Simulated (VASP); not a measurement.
Runs of VASP 6.6.1 on Si. It takes space group Fd-3m (No. 227, cubic). Conventional cell: a = 5.444 Å, b = 5.444 Å, c = 5.444 Å, α = 90.00°, β = 90.00°, γ = 90.00°. Within 3.1 Å of Si (site symmetry -43m) lie 4 Si at 2.36 Å. 

```tsv
task	level	potentials or basis	k mesh	smearing	GW scheme	GW iterations	cutoff of the response function	frequency points	empty bands	gap on the mesh (eV)	pressure (GPa)
single point	PBE	VASP PAW PBE potentials, release 64 (Si)	6 × 6 × 6	methfessel-paxton 0.001 eV	-	-	-	-	-	0.72	1.3
single point	PBE	VASP PAW PBE potentials, release 64 (Si)	6 × 6 × 6	methfessel-paxton 0.5 eV	-	-	-	-	-	0.72	1.3
single point	LDA	VASP PAW LDA potentials, release 64 (Si)	6 × 6 × 6	gaussian 0.01 eV	-	-	-	-	-	0.61	-2.0
single point	PBE+D4	VASP PAW PBE potentials, release 64 (Si)	6 × 6 × 6	gaussian 0.01 eV	-	-	-	-	-	0.72	-1.3
single point	PBE	VASP PAW PBE potentials, release 64 (Si)	2 × 2 × 2	gaussian 0.01 eV	-	-	-	-	-	0.61	(a)
single point	PBEsol	VASP PAW PBE potentials, release 64 (Si)	6 × 6 × 6	gaussian 0.01 eV	-	-	-	-	-	(b)	-0.4
single point	PBE	VASP PAW PBE potentials, release 64 (Si)	6 × 6 × 6	gaussian 0.001 eV	-	-	-	-	-	0.72	1.3
```

Alike in all rows: no spin polarisation; cell as given; cutoff (eV) 500.

Problem. Estimate the missing entries.

Solution. (a) 9.0; (b) 0.60.

Caveats: some runs use coarse meshes; the PAW data sets were made with another functional, which shifts forces and pressure a little (some runs).

A k mesh can miss the band edges.
